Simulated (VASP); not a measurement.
Here is a VASP 6.6.1 calculation.

INCAR

```
ALGO = Normal
EDIFF = 1E-7
ENCUT = 520
GGA = PE
ISIF = 2
ISMEAR = 0
LASPH = True
LCHARG = False
LREAL = False
LWAVE = False
NBANDS = 20
NELM = 60
PREC = Accurate
SIGMA = 0.1
```

File KPOINTS:

```
k-points
0
Gamma
  12 12 8
```

Contents of POSCAR:

```
Al2O3
1.0
    4.0620937279      0.0000000000      0.0000000000
   -2.0310468640      3.5178763609      0.0000000000
    0.0000000000      0.0000000000      5.5423467678
Al O
2 3
Direct
    0.0000000000      0.0000000000      0.5000000000
    0.0000000000      0.0000000000      0.0000000000
    0.5000000000      0.0000000000      0.5000000000
    0.0000000000      0.5000000000      0.5000000000
    0.5000000000      0.5000000000      0.5000000000
```

Potentials or basis: VASP PAW PBE potentials, release 64 (Al, O).

Command:

```console
$ cat potpaw_PBE.64/Al/POTCAR potpaw_PBE.64/O/POTCAR > POTCAR
$ mpirun -np 1 vasp_std > vasp.out
```

**Question.** What does it give for the pressure?

**Answer.** -0.1 GPa.

**Question.** Predict the band gap on the k mesh.

**Answer.** Zero (bands 12 and 13 overlap by 1.54 eV).

Stress tensor (GPa, compression positive):
```
-0.09  0.00  0.00
 0.00 -0.09  0.00
 0.00  0.00 -0.19
```
